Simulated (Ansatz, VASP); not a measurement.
**One calculation of CdSe, two programs**

POSCAR

```
CdSe
1.0
    4.3000000000      0.0000000000      0.0000000000
   -2.1500000000      3.7239092363      0.0000000000
    0.0000000000      0.0000000000      7.0110000000
Cd Se
2 2
Direct
    0.3333333333      0.6666666667      0.0000000000
    0.6666666667      0.3333333333      0.5000000000
    0.3333333333      0.6666666667      0.3760000000
    0.6666666667      0.3333333333      0.8760000000
```

The input INCAR.step1:

```
PREC = Accurate
ENCUT = 550
ISMEAR = 0
SIGMA = 0.1
LREAL = False
LASPH = True
NELM = 120
NBANDS = 26
GGA = PE
ALGO = Normal
EDIFF = 1E-5
LWAVE = True
LCHARG = False
GGA_COMPAT = False
```

The input INCAR.step2:

```
PREC = Accurate
ENCUT = 550
EDIFF = 1E-6
ISMEAR = 0
SIGMA = 0.1
LREAL = False
LASPH = True
NELM = 120
ALGO = Normal
ISIF = 2
LWAVE = False
LCHARG = True
METAGGA = R2SCAN
LMIXTAU = True
LELF = True
LVHAR = True
NBANDS = 26
ISTART = 1
GGA_COMPAT = False
```

KPOINTS

```
regular mesh
0
Gamma
  6 6 4
```

Input for Ansatz:

```yaml
crystal:
  lattice:
    - [4.3, 0.0, 0.0]
    - [-2.15, 3.7239092363, 0.0]
    - [0.0, 0.0, 7.011]
  atoms:
    - { symbol: Cd, position: [0.3333333333, 0.6666666667, 0.0] }
    - { symbol: Cd, position: [0.6666666667, 0.3333333333, 0.5] }
    - { symbol: Se, position: [0.3333333333, 0.6666666667, 0.376] }
    - { symbol: Se, position: [0.6666666667, 0.3333333333, 0.876] }
basis:
  ecutwfc: 500
kpoints:
  mp_grid: { grid: [6, 6, 4] }
hamiltonian:
  xc: r2scan
  pseudopotentials: { kind: paw, azcp: { folder: soft_1 } }
scf:
  occupations: { method: gaussian, width: 0.1 }
output:
  forces: true
  stress: true
  eigenvalues: true
```

Alike in both runs: task single point; functional r2SCAN; k mesh 6 × 6 × 4; occupations gaussian, width 0.1 eV; no spin polarisation.

|  | VASP | Ansatz |
| --- | --- | --- |
| version | VASP 6.6.1 | Ansatz 0.2.0 |
| potentials or method | VASP PAW PBE potentials, release 64 (Cd, Se), cutoff 550 eV | scalar-relativistic, plane waves, PAW |
| valence electrons in the cell | 36 | 72 |

|  | VASP | Ansatz | Ansatz less VASP |
| --- | --- | --- | --- |
| gap on the k mesh at the Fermi level (eV) | 1.16 | 1.17 | +0.004 |
| least direct gap on the mesh (eV) | 1.16 | 1.17 | +0.004 |
| pressure (GPa) | 1.8 | 1.5 | -0.26 |
| rms of the force components (eV/Å) | 0.003 | 0.003 | -0.0005 |

VASP's potentials were made for PBE, not for r2SCAN. Atom by atom the forces differ by 0.001 eV/Å (rms over components). VASP's potentials hold 36 valence electrons a cell and Ansatz's 72, so a difference there can come from the potentials and not from the codes.
